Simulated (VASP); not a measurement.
# Cd3Sn2Pb11 (P1) in VASP: single point with PBE

Aim: the single point of Cd3Sn2Pb11 with PBE.

All numbers are computed with VASP 6.6.1; they aren't measurements. Logs are shortened: lines on timing, memory, paths and dates and some standing lists are left out, and cuts for length are marked.

### Step 1. The cell of the first run

The typed cell holds 16 atoms: a = 8.359 Å, b = 6.861 Å, c = 8.492 Å, α = 89.72°, β = 89.95°, γ = 89.71°.

### Step 2. Single point, PBE

INCAR

```
SYSTEM = Cd3Sn2Pb11
PREC = Accurate ; ENCUT = 520
EDIFF = 1E-7 ; ISMEAR = 0
SIGMA = 0.1 ; LREAL = Auto
LASPH = .True. ; NELM = 100
ALGO = Normal ; ISIF = 2
LWAVE = .False. ; LCHARG = .False.
GGA = PE ; NBANDS = 123
ISYM = 0
```

KPOINTS

```
Automatic mesh
0
Gamma
  2 2 2
  0.5 0.5 0.5
```

POSCAR

```
Cd3Sn2Pb11
1.0
    8.3585569419      0.0192154632      0.0038752160
    0.0192154632      6.8610085984      0.0183663102
    0.0038752160      0.0183663102      8.4922148408
Cd Sn Pb
3 2 11
Direct
   -0.0278069869      0.4974030663      0.0017996884
    0.4646187262      1.0019635093      0.4925144728
    0.4632307053      0.4931431521      0.4944038006
    0.2485368390      0.2544182020      0.2193113377
    0.7368941462      0.2568847981      0.2984774210
   -0.0321345938      1.0084735988      0.0033083316
    0.5484956709      1.0018435961      1.0091849540
    0.0435729551      0.0035190583      0.5008685421
    0.5546411053      0.4932914851      0.0091321845
    0.0417300757      0.4921241758      0.5009613399
    0.2507609593      0.7509478406      0.2192124524
    0.2571161542      0.2463744313      0.7838510669
    0.7411643139      0.7496415205      0.2973626632
    0.7297918901      0.2416871149      0.7026062814
    0.2529545166      0.7453925073      0.7827920566
    0.7363331855      0.7365226406      0.7092755524
```

Potentials or basis: VASP PAW PBE potentials, release 64 (Cd, Sn_d, Pb_d).

Command:

```console
cat potpaw_PBE.64/Cd/POTCAR potpaw_PBE.64/Sn_d/POTCAR potpaw_PBE.64/Pb_d/POTCAR > POTCAR
mpirun -np 1 vasp_std > vasp.out
```

OUTCAR:

```text
SYSTEM = Cd3Sn2Pb11
   PREC = Accurate
   ENCUT = 520
   EDIFF = 1E-7
   ISMEAR = 0
   LREAL = Auto
   LASPH = .True.
   NELM = 100
   ISIF = 2
   GGA = PE
   ISYM = 0

 ion  position               nearest neighbor table
   1  0.972  0.497  0.002-   6 3.35   4 3.39  15 3.44  11 3.46  12 3.47   9 3.49   6 3.51  16 3.56
                             5 3.59  13 3.61  14 3.71
   2  0.465  0.002  0.493-  14 3.30   5 3.31  13 3.33   3 3.37   4 3.40  11 3.41  16 3.43  12 3.46
                             3 3.49  15 3.51   8 3.52
   3  0.463  0.493  0.494-   5 3.26  14 3.32  13 3.36   2 3.37  16 3.38   4 3.38  11 3.42  12 3.44
                            15 3.48   2 3.49  10 3.52
   4  0.249  0.254  0.219-  10 3.37   3 3.38   1 3.39   2 3.40   8 3.41  11 3.41   6 3.43  11 3.45
                             9 3.52   7 3.53  12 3.70
   5  0.737  0.257  0.298-   3 3.26   9 3.31   2 3.31  13 3.38   7 3.41  14 3.43  13 3.48  10 3.48
                             8 3.53   6 3.59   1 3.59
   6  0.968  0.008  0.003-   1 3.35   4 3.43  12 3.46  11 3.47   7 3.51   1 3.51  15 3.52   5 3.59
                            13 3.60  14 3.60  16 3.68
   7  0.548  0.002  0.009-   9 3.37  13 3.39   5 3.41  14 3.43   9 3.49  16 3.50   6 3.51  11 3.51
                            12 3.51   4 3.53  15 3.60
   8  0.044  0.004  0.501-  10 3.35   4 3.41  11 3.42  12 3.44  15 3.44  10 3.51   2 3.52  14 3.53
                             5 3.53  13 3.53  16 3.62
   9  0.555  0.493  0.009-   5 3.31   7 3.37  16 3.40  13 3.40  14 3.45   7 3.49   1 3.49   4 3.52
                            11 3.57  12 3.58  15 3.60
  10  0.042  0.492  0.501-   8 3.35   4 3.37  12 3.43  11 3.45  15 3.46   5 3.48   8 3.51  13 3.52
                             3 3.52  16 3.53  14 3.56
  11  0.251  0.751  0.219-   4 3.41   2 3.41   3 3.42   8 3.42  10 3.45   4 3.45   1 3.46   6 3.47
                             7 3.51   9 3.57  15 3.71
  12  0.257  0.246  0.784-  15 3.42  10 3.43   8 3.44  15 3.44   3 3.44   2 3.46   6 3.46   1 3.47
                             7 3.51   9 3.58   4 3.70  14 4.01
  13  0.741  0.750  0.297-   2 3.33   3 3.36   5 3.38   7 3.39   9 3.40   5 3.48  16 3.50  10 3.52
                             8 3.53   6 3.60   1 3.61
  14  0.730  0.242  0.703-   2 3.30   3 3.32  16 3.40   7 3.43   5 3.43   9 3.45  16 3.47   8 3.53
                            10 3.56   6 3.60   1 3.71  12 4.01
  15  0.253  0.745  0.783-  12 3.42  12 3.44   1 3.44   8 3.44  10 3.46   3 3.48   2 3.51   6 3.52
                             9 3.60   7 3.60  11 3.71  16 4.09
  16  0.736  0.737  0.709-   3 3.38  14 3.40   9 3.40   2 3.43  14 3.47  13 3.50   7 3.50  10 3.53
                             1 3.56   8 3.62   6 3.68  15 4.09

IMPORTANT INFORMATION: All symmetrisations will be switched off!
NOSYMM: (Re-)initialisation of all symmetry stuff for point group C_1.

----------------------------------------------------------------------------------------

                                     Primitive cell

  volume of cell :     487.0066

  direct lattice vectors                    reciprocal lattice vectors
     8.358556942  0.019215463  0.003875216     0.119638671 -0.000334925 -0.000053870
     0.019215463  6.861008598  0.018366310    -0.000334925  0.145752947 -0.000315070
     0.003875216  0.018366310  8.492214841    -0.000053870 -0.000315070  0.117755617

  length of vectors
     8.358579927  6.861060089  8.492235586     0.119639152  0.145753672  0.117756050

  position of ions in fractional coordinates (direct lattice)
     0.972193013  0.497403066  0.001799688
     0.464618726  0.001963509  0.492514473
     0.463230705  0.493143152  0.494403801
     0.248536839  0.254418202  0.219311338
     0.736894146  0.256884798  0.298477421
     0.967865406  0.008473599  0.003308332
[... 8 lines left out ...]
     0.252954517  0.745392507  0.782792057
     0.736333186  0.736522641  0.709275552

  ion indices of the primitive-cell ions
   primitive index   ion index
                 1           1
                 2           2
                 3           3
                 4           4
                 5           5
                 6           6
[... 8 lines left out ...]
                15          15
                16          16

----------------------------------------------------------------------------------------

 KPOINTS: Automatic mesh

Automatic generation of k-mesh.
 Grid dimensions read from file:
 generate k-points for:    2    2    2

 Generating k-lattice:

  Cartesian coordinates                     Fractional coordinates (reciprocal lattice)
     0.059819336 -0.000167462 -0.000026935     0.500000000 -0.000000000 -0.000000000
    -0.000167462  0.072876473 -0.000157535     0.000000000  0.500000000  0.000000000
    -0.000026935 -0.000157535  0.058877808    -0.000000000  0.000000000  0.500000000

  Length of vectors
     0.059819576  0.072876836  0.058878025

  Shift w.r.t. Gamma in fractional coordinates (k-lattice)
     0.500000000  0.500000000  0.500000000

 Subroutine IBZKPT returns following result:
 ===========================================

 Found      4 irreducible k-points:

 Following reciprocal coordinates:
            Coordinates               Weight
  0.250000  0.250000  0.250000      2.000000
 -0.250000  0.250000  0.250000      2.000000
  0.250000 -0.250000  0.250000      2.000000
 -0.250000 -0.250000  0.250000      2.000000
   k-points           NKPTS =      4   k-points in BZ     NKDIM =      4   number of bands    NBANDS=    123
   number of dos      NEDOS =    301   number of ions     NIONS =     16
   total plane-waves  NPLWV = 221184
   dimension x,y,z NGX =    64 NGY =   54 NGZ =   64
   dimension x,y,z NGXF=   128 NGYF=  108 NGZF=  128
   ions per type =               3   2  11
   NGX,Y,Z   is equivalent  to a cutoff of  12.73, 13.08, 12.53 a.u.
   NGXF,Y,Z  is equivalent  to a cutoff of  25.46, 26.17, 25.06 a.u.
 SYSTEM =  Cd3Sn2Pb11
   PREC   = accura    normal or accurate (medium, high low for compatibility)
   ISTART =      0    job   : 0-new  1-cont  2-samecut
   ICHARG =      2    charge: 1-file 2-atom 10-const
   ISPIN  =      1    spin polarized calculation?
   LNONCOLLINEAR =      F non collinear calculations
   LSORBIT =      F    spin-orbit coupling
   LASPH  =      T    aspherical Exc in radial PAW
   ENCUT  =  520.0 eV  38.22 Ry    6.18 a.u.  15.54 12.76 15.79*2*pi/ulx,y,z
   NELM   =    100;   NELMIN=  2; NELMDL= -5     # of ELM steps
   EDIFF  = 0.1E-06   stopping-criterion for ELM
   LREAL  =      T    real-space projection
   EDIFFG = 0.1E-05   stopping-criterion for IOM
   NSW    =      0    number of steps for IOM
   IBRION =     -1    ionic relax: 0-MD 1-quasi-New 2-CG
   NFREE  =      0    steps in history (QN), initial steepest desc. (CG)
   ISIF   =      2    stress and relaxation
   ISYM   =      0    0-nonsym 1-usesym 2-fastsym
   POTIM  = 0.5000    time-step for ionic-motion
   TEBEG  =    0.0;   TEEND  =   0.0 temperature during run
   PSTRESS=    0.0 pullay stress
   NELECT =     218.0000    total number of electrons
   NUPDOWN=      -1.0000    fix difference up-down
   EMIN   =  10.00;   EMAX   =-10.00  energy-range for DOS
   EFERMI =   0.00;   METHOD = LEGACY
   ISMEAR =     0;   SIGMA  =   0.10  broadening in eV -4-tet -1-fermi 0-gaus
   EFERMI_NEDOS =   21; number of points for ismear=-14 and -15
   IALGO  =     38    algorithm
   IMIX   =      4    mixing-type and parameters
     AMIX     =   0.40;   BMIX     =  1.00
     AMIX_MAG =   1.60;   BMIX_MAG =  1.00
  volume/ion in A,a.u.               =      30.44       205.41
  Fermi-wavevector in a.u.,A,eV,Ry     =   1.252320  2.366542 21.338097  1.568306
  Thomas-Fermi vector in A             =   2.386226
   LORBIT       =      0    0 simple, 1 ext, 2 COOP (PROOUT), +10 PAW based schemes
   GGA     = PE    functional components
   LHFCALC =     F    Hartree Fock is set to
   AEXX    =    0.0000 exact exchange contribution
   IVDW    =     0    specifies the selected vdW correction
   LEPSILON=     F    determine dielectric tensor
   LRPA    =     F    only Hartree local field effects (RPA)
 non-spin polarized calculation
 Gauss-broadening in eV      SIGMA  =   0.10
  energy-cutoff  :      520.00
  volume of cell :      487.01
 maximum number of plane-waves:     13122
 NGX is ok and might be reduce to    64
   NGX = 31   NGY = 25   NGZ = 31

 number of electron     218.0000011 magnetization

 Free energy of the ion-electron system (eV)
  ---------------------------------------------------
  ext. energy  EPLUGINS =         0.00000000
  ---------------------------------------------------
  free energy    TOTEN  =       -49.30698212 eV

  energy without entropy =      -49.30548349  energy(sigma->0) =      -49.30623280

 E-fermi :   6.1792     XC(G=0):  -9.9672

 val. band max:        5.9842983313   @ k =  -0.2500   0.2500   0.2500
 cond. band min:       6.3779195875   @ k =  -0.2500   0.2500   0.2500
 fundamental gap:      0.3936212562
 Fermi energy:         6.1791670683

 k-point     1 :       0.2500    0.2500    0.2500
  band No.  band energies     occupation
      1     -15.4900      2.00000
      2     -15.4844      2.00000
      3     -15.4819      2.00000
      4     -15.4733      2.00000
      5     -15.4708      2.00000
      6     -15.4651      2.00000
[... 113 lines left out ...]
    120       8.2639      0.00000
    121       8.4438      0.00000

 k-point     2 :      -0.2500    0.2500    0.2500
  band No.  band energies     occupation
      1     -15.4900      2.00000
      2     -15.4844      2.00000
      3     -15.4819      2.00000
      4     -15.4733      2.00000
      5     -15.4708      2.00000
      6     -15.4651      2.00000
[... 113 lines left out ...]
    120       8.2690      0.00000
    121       8.4825      0.00000

 k-point     3 :       0.2500   -0.2500    0.2500
  band No.  band energies     occupation
      1     -15.4900      2.00000
      2     -15.4844      2.00000
      3     -15.4819      2.00000
      4     -15.4733      2.00000
      5     -15.4708      2.00000
      6     -15.4651      2.00000
[... 113 lines left out ...]
    120       8.2700      0.00000
    121       8.4369      0.00000

 k-point     4 :      -0.2500   -0.2500    0.2500
  band No.  band energies     occupation
      1     -15.4900      2.00000
      2     -15.4844      2.00000
      3     -15.4819      2.00000
      4     -15.4733      2.00000
      5     -15.4708      2.00000
      6     -15.4651      2.00000
[... 113 lines left out ...]
    120       8.2812      0.00000
    121       8.4712      0.00000
 [bands above 121 left out]

------------------------ aborting loop because EDIFF is reached ----------------------------------------

  FORCE on cell =-STRESS in cart. coord.  units (eV):
  Direction    XX          YY          ZZ          XY          YZ          ZX
  --------------------------------------------------------------------------------------
  -------------------------------------------------------------------------------------
  Total       -0.1547579     -0.3278926      0.0279673      0.0486323     -0.0191405     -0.0263142
  in kB       -0.5091297     -1.0787165      0.0920081      0.1599928     -0.0629692     -0.0865696
  external PRESSURE =      -0.4986127 kB  Pullay stress =       0.0000000 kB

 VOLUME and BASIS-vectors are now :
 -----------------------------------------------------------------------------
  energy-cutoff  :      520.00
  volume of cell :      487.01
      direct lattice vectors                 reciprocal lattice vectors
     8.358556942  0.019215463  0.003875216     0.119638671 -0.000334925 -0.000053870
     0.019215463  6.861008598  0.018366310    -0.000334925  0.145752947 -0.000315070
     0.003875216  0.018366310  8.492214841    -0.000053870 -0.000315070  0.117755617

 POSITION                                       TOTAL-FORCE (eV/Angst)
 -----------------------------------------------------------------------------------
      8.13570      3.43140      0.02819        -0.000474      0.010579     -0.001864
      3.88549      0.03145      4.18438         0.004324      0.005486     -0.001132
      3.88333      3.40144      4.20944        -0.002917     -0.005053     -0.000144
      2.08315      1.75437      1.86807        -0.013030     -0.007567     -0.013560
      6.16546      1.78213      2.54231         0.020975     -0.014092      0.012913
      8.09013      0.07680      0.03200         0.006326      0.000072      0.007802
[... 8 lines left out ...]
      2.13169      5.13338      6.66231        -0.000369     -0.006092      0.002523
      6.17158      5.08046      6.03970        -0.007819     -0.007152      0.014019
 -----------------------------------------------------------------------------------
    total drift:                                0.005552      0.002335     -0.001952

  FREE ENERGIE OF THE ION-ELECTRON SYSTEM (eV)
  ---------------------------------------------------
  free  energy   TOTEN  =       -49.3069821164 eV

  energy  without entropy=      -49.3054834860  energy(sigma->0) =      -49.30623280
```

Run time: 7.1 min. Hardware: 1 thread of Intel Xeon Platinum 8259CL at 2.50GHz (Skylake/Cascade Lake), shared host; peak memory 0.57 GiB.

What came out:

| Quantity | Value |
| --- | --- |
| Free energy | -49.3070 eV |
| Pressure | 0.0 GPa |
| Largest force | 0.028 eV/Å |
| Band gap on the k mesh | 0.39 eV |

Forces in eV/Å, atoms in the order of the input:
```
Cd   0.000  0.011 -0.002
Cd   0.004  0.005 -0.001
Cd  -0.003 -0.005  0.000
Sn  -0.013 -0.008 -0.014
Sn   0.021 -0.014  0.013
Pb   0.006  0.000  0.008
Pb  -0.004  0.006 -0.017
Pb   0.004 -0.014 -0.005
Pb   0.002 -0.013 -0.022
Pb   0.012  0.015 -0.005
Pb  -0.003  0.009  0.003
Pb  -0.009  0.007  0.013
Pb  -0.013  0.004  0.007
Pb   0.003  0.011  0.007
Pb   0.000 -0.006  0.003
Pb  -0.008 -0.007  0.014
```

Stress tensor (GPa, compression positive):
```
-0.05  0.02 -0.01
 0.02 -0.11 -0.01
-0.01 -0.01  0.01
```

Caveat: spin-orbit coupling is left out, which moves the levels of the heavy elements; a shifted mesh leaves out Γ, where band edges can lie.
